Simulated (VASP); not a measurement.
# KBr (Fm-3m) in VASP: further runs

KBr is run at these levels: SVWN5, PBEsol-based screened hybrid with 25 % exact exchange; tasks: single point.

All numbers are computed with VASP 6.6.1; they aren't measurements. Logs are shortened: lines on timing, memory, paths and dates and some standing lists are left out, and cuts for length are marked.

### Step 1. The cell of the first run

Symmetry: Fm-3m, No. 225, cubic system. Conventional cell: a = 6.127 Å, b = 6.127 Å, c = 6.127 Å, α = 90.00°, β = 90.00°, γ = 90.00°. Within 4.0 Å of Br (site symmetry m-3m) lie 6 K at 3.06 Å. K (site symmetry m-3m) has 6 Br at 3.06 Å within 4.0 Å.

### Step 2. Single point, SVWN5

Input file INCAR:

```
SYSTEM = KBr
ALGO = Normal ; EDIFF = 1E-6
ENCUT = 500 ; GGA = VW
GGA_COMPAT = .FALSE. ; ISIF = 2
ISMEAR = -1 ; LASPH = .TRUE.
LCHARG = .FALSE. ; LREAL = .FALSE.
LWAVE = .FALSE. ; NBANDS = 15
NELM = 120 ; PREC = Accurate
SIGMA = 0.1
```

Input file KPOINTS:

```
k-points
0
G
  7 7 7
  0 0 0
```

Input file POSCAR:

```
KBr
1.0
    0.0000000000      3.0634486300      3.0634486300
    3.0634486300      0.0000000000      3.0634486300
    3.0634486300      3.0634486300      0.0000000000
Br K
1 1
Direct
    0.5000000000      0.5000000000      0.5000000000
    0.0000000000      0.0000000000      0.0000000000
```

Potentials or basis: VASP PAW PBE potentials, release 64 (Br, K_sv).

Launch:

```bash
> cat potpaw_PBE.64/Br/POTCAR potpaw_PBE.64/K_sv/POTCAR > POTCAR
> mpirun -np 1 vasp_std > vasp.out
```

OUTCAR:

```text
SYSTEM = KBr
   EDIFF = 1E-6
   ENCUT = 500
   GGA = VW
   ISIF = 2
   ISMEAR = -1
   LASPH = .TRUE.
   LREAL = .FALSE.
   NELM = 120
   PREC = Accurate

 ion  position               nearest neighbor table
   1  0.500  0.500  0.500-   2 3.06   2 3.06   2 3.06   2 3.06   2 3.06   2 3.06
   2  0.000  0.000  0.000-   1 3.06   1 3.06   1 3.06   1 3.06   1 3.06   1 3.06

  LATTYP: Found a face centered cubic cell.
 ALAT       =     6.1268972600

  Lattice vectors:

 A1 = (   0.0000000000,   3.0634486300,   3.0634486300)
 A2 = (   3.0634486300,   0.0000000000,   3.0634486300)
 A3 = (   3.0634486300,   3.0634486300,   0.0000000000)

Analysis of symmetry for initial positions (statically):
=====================================================================
 Subroutine PRICEL returns:
 Original cell was already a primitive cell.

 Routine SETGRP: Setting up the symmetry group for a
 face centered cubic supercell.

 Subroutine GETGRP returns: Found 48 space group operations
 (whereof 48 operations were pure point group operations)
 out of a pool of 48 trial point group operations.

The static configuration has the point symmetry O_h .

Analysis of symmetry for dynamics (positions and initial velocities):
=====================================================================
 Subroutine PRICEL returns:
 Original cell was already a primitive cell.

 Routine SETGRP: Setting up the symmetry group for a
 face centered cubic supercell.

 Subroutine GETGRP returns: Found 48 space group operations
 (whereof 48 operations were pure point group operations)
 out of a pool of 48 trial point group operations.

The dynamic configuration has the point symmetry O_h .

 Subroutine INISYM returns: Found 48 space group operations
 (whereof 48 operations are pure point group operations),
 and found     1 'primitive' translations

----------------------------------------------------------------------------------------

                                     Primitive cell

  volume of cell :      57.4992

  direct lattice vectors                    reciprocal lattice vectors
     0.000000000  3.063448630  3.063448630    -0.163214749  0.163214749  0.163214749
     3.063448630  0.000000000  3.063448630     0.163214749 -0.163214749  0.163214749
     3.063448630  3.063448630  0.000000000     0.163214749  0.163214749 -0.163214749

  length of vectors
     4.332370600  4.332370600  4.332370600     0.282696238  0.282696238  0.282696238

  position of ions in fractional coordinates (direct lattice)
     0.500000000  0.500000000  0.500000000
     0.000000000  0.000000000  0.000000000

[... 81 lines left out ...]
   PSTRESS=    0.0 pullay stress
   NELECT =      16.0000    total number of electrons
   NUPDOWN=      -1.0000    fix difference up-down
   EMIN   =  10.00;   EMAX   =-10.00  energy-range for DOS
   EFERMI =   0.00;   METHOD = LEGACY
   ISMEAR =    -1;   SIGMA  =   0.10  broadening in eV -4-tet -1-fermi 0-gaus
   EFERMI_NEDOS =   21; number of points for ismear=-14 and -15
   IALGO  =     38    algorithm
   IMIX   =      4    mixing-type and parameters
     AMIX     =   0.40;   BMIX     =  1.00
     AMIX_MAG =   1.60;   BMIX_MAG =  1.00
  volume/ion in A,a.u.               =      28.75       194.01
  Fermi-wavevector in a.u.,A,eV,Ry     =   1.068795  2.019729 15.542231  1.142322
  Thomas-Fermi vector in A             =   2.204454
   LORBIT       =      0    0 simple, 1 ext, 2 COOP (PROOUT), +10 PAW based schemes
   GGA     = VW    functional components
   LHFCALC =     F    Hartree Fock is set to
   AEXX    =    0.0000 exact exchange contribution
   IVDW    =     0    specifies the selected vdW correction
   LEPSILON=     F    determine dielectric tensor
   LRPA    =     F    only Hartree local field effects (RPA)
 non-spin polarized calculation
  energy-cutoff  :      500.00
  volume of cell :       57.50
 maximum number of plane-waves:      1471
   NGX = 15   NGY = 15   NGZ = 15

 number of electron      15.9999998 magnetization

 Free energy of the ion-electron system (eV)
  ---------------------------------------------------
  ext. energy  EPLUGINS =         0.00000000
  ---------------------------------------------------
  free energy    TOTEN  =        -6.81191454 eV

  energy without entropy =       -6.81191454  energy(sigma->0) =       -6.81191454

 E-fermi :   1.2050     XC(G=0):  -8.8059

 val. band max:       -0.9607870777   @ k =   0.0000   0.0000   0.0000
 cond. band min:       3.7365360484   @ k =   0.0000   0.0000   0.0000
 fundamental gap:      4.6973231261
 Fermi energy:         1.2050329910

 k-point     1 :       0.0000    0.0000    0.0000
  band No.  band energies     occupation
      1     -28.0550      2.00000
      2     -13.6637      2.00000
      3     -11.7428      2.00000
      4     -11.7428      2.00000
      5     -11.7428      2.00000
      6      -0.9608      2.00000
      7      -0.9608      2.00000
      8      -0.9608      2.00000
      9       3.7365      0.00000
     10       6.3223      0.00000
     11       6.3223      0.00000
     12       6.3223      0.00000
     13       7.3639      0.00000
     14       7.3639      0.00000
[... 329 lines left out ...]
      2     -13.6669      2.00000
      3     -11.9225      2.00000
      4     -11.8591      2.00000
      5     -11.5826      2.00000
      6      -1.9722      2.00000
      7      -1.8195      2.00000
      8      -1.5978      2.00000
      9       5.8860      0.00000
     10       6.8527      0.00000
     11       7.9784      0.00000
     12       8.7161      0.00000
     13       9.9763      0.00000
     14      10.2041      0.00000
     15      11.4271      0.00000

------------------------ aborting loop because EDIFF is reached ----------------------------------------

  FORCE on cell =-STRESS in cart. coord.  units (eV):
  Direction    XX          YY          ZZ          XY          YZ          ZX
  --------------------------------------------------------------------------------------
  -------------------------------------------------------------------------------------
  Total        1.1919371      1.1919371      1.1919371      0.0000000      0.0000000      0.0000000
  in kB       33.2125408     33.2125408     33.2125408      0.0000000      0.0000000      0.0000000
  external PRESSURE =      33.2125408 kB  Pullay stress =       0.0000000 kB

 VOLUME and BASIS-vectors are now :
 -----------------------------------------------------------------------------
  energy-cutoff  :      500.00
  volume of cell :       57.50
      direct lattice vectors                 reciprocal lattice vectors
     0.000000000  3.063448630  3.063448630    -0.163214749  0.163214749  0.163214749
     3.063448630  0.000000000  3.063448630     0.163214749 -0.163214749  0.163214749
     3.063448630  3.063448630  0.000000000     0.163214749  0.163214749 -0.163214749

 POSITION                                       TOTAL-FORCE (eV/Angst)
 -----------------------------------------------------------------------------------
      3.06345      3.06345      3.06345        -0.000000      0.000000      0.000000
      0.00000      0.00000      0.00000         0.000000     -0.000000     -0.000000
 -----------------------------------------------------------------------------------
    total drift:                                0.000000     -0.000000     -0.000000

  FREE ENERGIE OF THE ION-ELECTRON SYSTEM (eV)
  ---------------------------------------------------
  free  energy   TOTEN  =        -6.8119145360 eV

  energy  without entropy=       -6.8119145359  energy(sigma->0) =       -6.81191454
```

OSZICAR:

```text
N       E                     dE             d eps       ncg     rms          rms(c)
DAV:   1     0.998407061725E+02    0.99841E+02   -0.70164E+03   600   0.936E+02
DAV:   2    -0.156420911177E+01   -0.10140E+03   -0.93333E+02   768   0.236E+02
DAV:   3    -0.680462991691E+01   -0.52404E+01   -0.52110E+01   810   0.483E+01
DAV:   4    -0.699674422265E+01   -0.19211E+00   -0.19208E+00   858   0.794E+00
DAV:   5    -0.699808155767E+01   -0.13373E-02   -0.13373E-02   824   0.757E-01    0.577E+00
DAV:   6    -0.683236492678E+01    0.16572E+00   -0.19701E-01   733   0.254E+00    0.425E+00
DAV:   7    -0.681169642810E+01    0.20668E-01   -0.83902E-02   789   0.172E+00    0.170E+00
DAV:   8    -0.681183398835E+01   -0.13756E-03   -0.93937E-03   671   0.785E-01    0.167E-01
DAV:   9    -0.681186717422E+01   -0.33186E-04   -0.23062E-04   853   0.984E-02    0.671E-02
DAV:  10    -0.681191749704E+01   -0.50323E-04   -0.66399E-05   657   0.503E-02    0.427E-02
DAV:  11    -0.681191434893E+01    0.31481E-05   -0.14495E-05   747   0.293E-02    0.316E-03
DAV:  12    -0.681191453600E+01   -0.18707E-06   -0.69726E-07   580   0.634E-03
   1 F= -.68119145E+01 E0= -.68119145E+01  d E =-.116753E-09
```

It took 28 s on 1 thread of AMD EPYC 7R43 (Zen 3), shared host; peak memory 0.12 GiB.

Results:

```yaml
Free_energy: -6.8119 eV
Pressure: 3.3 GPa
Band_gap_on_the_k_mesh: 4.70 eV
```

Caveat: the cell stands under pressure; the PAW data sets were made with another functional, which shifts forces and pressure a little.

### Step 3. Single point, PBEsol-based screened hybrid with 25 % exact exchange

This run uses another cell than the first one, of 35.94 Å³/atom.

Input file POSCAR:

```
KBr
1.0
    0.0000000000      3.3000000000      3.3000000000
    3.3000000000      0.0000000000      3.3000000000
    3.3000000000      3.3000000000      0.0000000000
Br K
1 1
Direct
    0.5000000000      0.5000000000      0.5000000000
    0.0000000000      0.0000000000      0.0000000000
```

Input file INCAR.step1:

```
PREC = Accurate
ENCUT = 520
EDIFF = 1E-5
ISMEAR = -1
SIGMA = 0.05
LREAL = F
LASPH = T
NELM = 100
ALGO = Normal
ISIF = 2
LWAVE = T
LCHARG = F
GGA = PE
NBANDS = 15
```

Input file INCAR.step2:

```
PREC = Accurate
ENCUT = 520
EDIFF = 1E-7
ISMEAR = -1
SIGMA = 0.05
LREAL = F
LASPH = T
NELM = 100
ALGO = Normal
ISIF = 2
LWAVE = F
LCHARG = F
GGA = PS
LHFCALC = T
AEXX = 0.25
HFSCREEN = 0.207
PRECFOCK = Normal
ISTART = 1
NBANDS = 15
```

Input file KPOINTS:

```
regular mesh
0
Gamma
  4 4 4
```

Potentials or basis: VASP PAW PBE potentials, release 64 (Br, K_sv).

Launch:

```bash
> cat potpaw_PBE.64/Br/POTCAR potpaw_PBE.64/K_sv/POTCAR > POTCAR
> cp INCAR.step1 INCAR
> mpirun -np 1 vasp_std > vasp.out
> cp INCAR.step2 INCAR
> mpirun -np 1 vasp_std > vasp.out
```

Wall time 8.5 min (1 thread of Intel Xeon Platinum 8375C at 2.90GHz (Ice Lake), shared host); peak memory 0.31 GiB.

Results (log left out):

```yaml
Free_energy: -7.3562 eV
Pressure: -0.3 GPa
Band_gap_on_the_k_mesh: 5.46 eV
```

Levels at points of the mesh, in eV from the valence-band top:
```csv
k point,band 4,band 5,band 6,band 7,band 8,band 9,band 10,band 11,band 12,band 13
"(0.00, 0.00, 0.00)",-12.03,-12.03,0.00,0.00,0.00,5.46,8.89,8.89,8.89,9.85
"(0.50, 0.00, 0.00)",-12.03,-11.78,-1.26,-0.35,-0.35,7.62,9.50,11.29,11.29,11.33
"(0.50, 0.50, 0.00)",-12.07,-12.07,-0.88,-0.31,-0.31,6.96,8.39,10.66,10.93,11.25
```

Caveat: the PAW data sets were made with another functional, which shifts forces and pressure a little.
